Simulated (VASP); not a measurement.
# Ir in VASP: settings compared, part 2 of 2

VASP 6.6.1. The steps go on from the part before.

### Step 4. Single point, PBE

File INCAR:

```
ALGO = Normal
EDIFF = 1E-7
ENCUT = 520
GGA = PE
ISIF = 2
ISMEAR = -1
LASPH = T
LCHARG = T
LELF = T
LREAL = F
LVHAR = T
LWAVE = F
NBANDS = 10
NELM = 80
PREC = Accurate
SIGMA = 0.05
```

File KPOINTS:

```
k-points
0
Gamma
  9 9 9
```

File POSCAR:

```
Ir
1.0
   -0.0090280000      1.9583660000      1.9389210000
    1.8983890000      0.0228980000      1.9069950000
    1.8996790000      1.9277290000      0.0216080000
Ir
1
Direct
   -0.0023390000     -0.0031610000     -0.0142520000
```

Potentials or basis: VASP PAW PBE potentials, release 64 (Ir).

On the command line:

```sh
> cat potpaw_PBE.64/Ir/POTCAR > POTCAR
> mpirun -np 1 vasp_std > vasp.out
```

OUTCAR:

```text
EDIFF = 1E-7
   ENCUT = 520
   GGA = PE
   ISIF = 2
   ISMEAR = -1
   LASPH = T
   LREAL = F
   NELM = 80
   PREC = Accurate

 ion  position               nearest neighbor table
   1  0.998  0.997  0.986-

  LATTYP: Found a triclinic cell.
 ALAT       =     2.7065450867
 B/A-ratio  =     1.4066338176
 C/A-ratio  =     0.9902382339
 COS(alpha) =     0.0009431120
 COS(beta)  =     0.5009333357
 COS(gamma) =     0.7004098745

  Lattice vectors:

 A1 = (   1.8996790000,   1.9277290000,   0.0216080000)
 A2 = (   3.8070960000,  -0.0077390000,  -0.0103180000)
 A3 = (   0.0012900000,   1.9048310000,  -1.8853870000)

Analysis of symmetry for initial positions (statically):
=====================================================================
 Subroutine PRICEL returns:
 Original cell was already a primitive cell.

 Routine SETGRP: Setting up the symmetry group for a
 triclinic supercell.

 Subroutine GETGRP returns: Found  2 space group operations
 (whereof  1 operations were pure point group operations)
 out of a pool of  2 trial point group operations.

The static configuration has the point symmetry C_1 .
 The point group associated with its full space group is S_2 .

Analysis of symmetry for dynamics (positions and initial velocities):
=====================================================================
 Subroutine PRICEL returns:
 Original cell was already a primitive cell.

 Routine SETGRP: Setting up the symmetry group for a
 triclinic supercell.

 Subroutine GETGRP returns: Found  2 space group operations
 (whereof  1 operations were pure point group operations)
 out of a pool of  2 trial point group operations.

The dynamic configuration has the point symmetry C_1 .
 The point group associated with its full space group is S_2 .

 Subroutine INISYM returns: Found  2 space group operations
 (whereof  1 operations are pure point group operations),
 and found     1 'primitive' translations

----------------------------------------------------------------------------------------

                                     Primitive cell

  volume of cell :      14.0587

  direct lattice vectors                    reciprocal lattice vectors
    -0.009028000  1.958366000  1.938921000    -0.261452416  0.254764957  0.257213460
     1.898389000  0.022898000  1.906995000     0.262855327 -0.262010633  0.265862185
     1.899679000  1.927729000  0.021608000     0.262485370  0.263043452 -0.264459271

  length of vectors
     2.755847155  2.690917138  2.706545087     0.446566135  0.456536084  0.456102108

  position of ions in fractional coordinates (direct lattice)
     0.997661000  0.996839000  0.985748000

  ion indices of the primitive-cell ions
   primitive index   ion index
                 1           1

----------------------------------------------------------------------------------------

 KPOINTS: k-points

Automatic generation of k-mesh.
 Grid dimensions read from file:
 generate k-points for:    9    9    9

 Generating k-lattice:

  Cartesian coordinates                     Fractional coordinates (reciprocal lattice)
    -0.029050268  0.028307217  0.028579273     0.111111111  0.000000000  0.000000000
     0.029206147 -0.029112293  0.029540243     0.000000000  0.111111111 -0.000000000
     0.029165041  0.029227050 -0.029384363    -0.000000000  0.000000000  0.111111111

  Length of vectors
     0.049618459  0.050726232  0.050678012

  Shift w.r.t. Gamma in fractional coordinates (k-lattice)
     0.000000000  0.000000000  0.000000000

 Subroutine IBZKPT returns following result:
 ===========================================

 Found    365 irreducible k-points:

 Following reciprocal coordinates:
            Coordinates               Weight
  0.000000  0.000000  0.000000      1.000000
  0.111111 -0.000000 -0.000000      2.000000
  0.222222  0.000000 -0.000000      2.000000
  0.333333  0.000000 -0.000000      2.000000
  0.444444  0.000000 -0.000000      2.000000
  0.000000  0.111111  0.000000      2.000000
[... 16 lines left out ...]
 -0.111111  0.222222  0.000000      2.000000
  0.000000  0.333333 -0.000000      2.000000
 [... further k-points ...]
   k-points           NKPTS =    365   k-points in BZ     NKDIM =    365   number of bands    NBANDS=     10
   number of dos      NEDOS =    301   number of ions     NIONS =      1
   total plane-waves  NPLWV =   8000
   dimension x,y,z NGX =    20 NGY =   20 NGZ =   20
   dimension x,y,z NGXF=    40 NGYF=   40 NGZF=   40
   ions per type =               1
   NGX,Y,Z   is equivalent  to a cutoff of  12.06, 12.36, 12.28 a.u.
   NGXF,Y,Z  is equivalent  to a cutoff of  24.13, 24.71, 24.57 a.u.
 SYSTEM =  unknown system
   PREC   = accura    normal or accurate (medium, high low for compatibility)
   ISTART =      0    job   : 0-new  1-cont  2-samecut
   ICHARG =      2    charge: 1-file 2-atom 10-const
   ISPIN  =      1    spin polarized calculation?
   LNONCOLLINEAR =      F non collinear calculations
   LSORBIT =      F    spin-orbit coupling
   LASPH  =      T    aspherical Exc in radial PAW
   ENCUT  =  520.0 eV  38.22 Ry    6.18 a.u.   5.12  5.00  5.03*2*pi/ulx,y,z
   NELM   =     80;   NELMIN=  2; NELMDL= -5     # of ELM steps
   EDIFF  = 0.1E-06   stopping-criterion for ELM
   LREAL  =      F    real-space projection
   EDIFFG = 0.1E-05   stopping-criterion for IOM
   NSW    =      0    number of steps for IOM
   IBRION =     -1    ionic relax: 0-MD 1-quasi-New 2-CG
   NFREE  =      0    steps in history (QN), initial steepest desc. (CG)
   ISIF   =      2    stress and relaxation
   ISYM   =      2    0-nonsym 1-usesym 2-fastsym
   POTIM  = 0.5000    time-step for ionic-motion
   TEBEG  =    0.0;   TEEND  =   0.0 temperature during run
   PSTRESS=    0.0 pullay stress
   NELECT =       9.0000    total number of electrons
   NUPDOWN=      -1.0000    fix difference up-down
   EMIN   =  10.00;   EMAX   =-10.00  energy-range for DOS
[... 5 lines left out ...]
     AMIX     =   0.40;   BMIX     =  1.00
     AMIX_MAG =   1.60;   BMIX_MAG =  1.00
  volume/ion in A,a.u.               =      14.06        94.87
  Fermi-wavevector in a.u.,A,eV,Ry     =   1.410937  2.666284 27.085694  1.990742
  Thomas-Fermi vector in A             =   2.532839
   LORBIT       =      0    0 simple, 1 ext, 2 COOP (PROOUT), +10 PAW based schemes
   GGA     = PE    functional components
   LHFCALC =     F    Hartree Fock is set to
   AEXX    =    0.0000 exact exchange contribution
   IVDW    =     0    specifies the selected vdW correction
   LEPSILON=     F    determine dielectric tensor
   LRPA    =     F    only Hartree local field effects (RPA)
 non-spin polarized calculation
  energy-cutoff  :      520.00
  volume of cell :       14.06
 maximum number of plane-waves:       388
   NGX = 11   NGY =  9   NGZ =  9

 number of electron       9.0000000 magnetization

 Free energy of the ion-electron system (eV)
  ---------------------------------------------------
  ext. energy  EPLUGINS =         0.00000000
  ---------------------------------------------------
  free energy    TOTEN  =        -8.84360234 eV

  energy without entropy =       -8.83932267  energy(sigma->0) =       -8.84146251

 E-fermi :  10.4208     XC(G=0): -14.0263

 val. band max:       10.4150309696   @ k =  -0.4444   0.4444   0.1111
 cond. band min:      10.4431448102   @ k =  -0.4444   0.1111   0.4444
 fundamental gap:      0.0281138406
 Fermi energy:        10.4207770460

 k-point     1 :       0.0000    0.0000    0.0000
  band No.  band energies     occupation
      1      -0.6712      2.00000
      2       6.3202      2.00000
      3       6.6538      2.00000
      4       6.7865      2.00000
      5       9.1939      2.00000
      6       9.4273      2.00000
      7      24.8343      0.00000
      8      29.8694      0.00000
      9      30.6746      0.00000
     10      30.8374      0.00000

 k-point     2 :       0.1111   -0.0000   -0.0000
  band No.  band energies     occupation
      1      -0.1490      2.00000
      2       6.1461      2.00000
      3       6.7709      2.00000
      4       6.9811      2.00000
      5       9.1213      2.00000
      6       9.3205      2.00000
      7      25.6835      0.00000
      8      27.9810      0.00000
      9      31.3682      0.00000
     10      31.6901      0.00000
[... 274 lines left out ...]
 k-point    24 :       0.0000    0.3333   -0.0000
  band No.  band energies     occupation
      1       2.2794      2.00000
      2       6.5548      2.00000
      3       7.0341      2.00000
      4       7.0664      2.00000
      5      10.1774      1.98472
      6      10.3286      1.72669
      7      22.0491      0.00000
      8      26.0933      0.00000
      9      32.7530      0.00000
     10      33.3889      0.00000

 [... further k-points ...]
[... 5 lines left out ...]
  --------------------------------------------------------------------------------------
  -------------------------------------------------------------------------------------
  Total        1.2681147      0.7576194      1.1532077      0.1110595     -0.7538826      0.1567202
  in kB      144.5189164     86.3410398    131.4236995     12.6567456    -85.9151730     17.8603964
  external PRESSURE =     120.7612186 kB  Pullay stress =       0.0000000 kB

 VOLUME and BASIS-vectors are now :
 -----------------------------------------------------------------------------
  energy-cutoff  :      520.00
  volume of cell :       14.06
      direct lattice vectors                 reciprocal lattice vectors
    -0.009028000  1.958366000  1.938921000    -0.261452416  0.254764957  0.257213460
     1.898389000  0.022898000  1.906995000     0.262855327 -0.262010633  0.265862185
     1.899679000  1.927729000  0.021608000     0.262485370  0.263043452 -0.264459271

 POSITION                                       TOTAL-FORCE (eV/Angst)
 -----------------------------------------------------------------------------------
      3.75599      3.87687      3.85665        -0.000000     -0.000000     -0.000000
 -----------------------------------------------------------------------------------
    total drift:                                0.000001     -0.000001      0.000001

  FREE ENERGIE OF THE ION-ELECTRON SYSTEM (eV)
  ---------------------------------------------------
  free  energy   TOTEN  =        -8.8436023434 eV

  energy  without entropy=       -8.8393226724  energy(sigma->0) =       -8.84146251
```

OSZICAR:

```text
N       E                     dE             d eps       ncg     rms          rms(c)
DAV:   1     0.487218197836E+02    0.48722E+02   -0.43962E+03  7332   0.824E+02
DAV:   2    -0.849091158228E+01   -0.57213E+02   -0.54516E+02  7484   0.199E+02
DAV:   3    -0.938506594200E+01   -0.89415E+00   -0.89136E+00  8470   0.302E+01
DAV:   4    -0.939326033813E+01   -0.81944E-02   -0.81932E-02  8316   0.269E+00
DAV:   5    -0.939341762102E+01   -0.15728E-03   -0.15728E-03  8380   0.354E-01    0.155E+01
DAV:   6    -0.893927068934E+01    0.45415E+00   -0.76880E-01  8162   0.109E+01    0.640E+00
DAV:   7    -0.884987944942E+01    0.89391E-01   -0.26296E-01  8652   0.586E+00    0.143E+00
DAV:   8    -0.884626434749E+01    0.36151E-02   -0.22166E-03  7966   0.507E-01    0.894E-01
DAV:   9    -0.884359644084E+01    0.26679E-02   -0.17182E-03  8322   0.579E-01    0.119E-02
DAV:  10    -0.884360126268E+01   -0.48218E-05   -0.95822E-06 10016   0.271E-02    0.214E-02
DAV:  11    -0.884360239603E+01   -0.11333E-05   -0.72214E-07  8036   0.854E-03    0.749E-04
DAV:  12    -0.884360234343E+01    0.52599E-07   -0.11506E-08  4642   0.105E-03
   1 F= -.88436023E+01 E0= -.88414625E+01  d E =-.427967E-02
```

Wall time 69 s (1 thread of Intel Xeon 8259CL, shared host); peak memory 0.17 GiB.

What came out:

```yaml
Free_energy: -8.8436 eV
Pressure: 12.1 GPa
```

Caveat: spin-orbit coupling is left out, which moves the levels of the heavy elements.
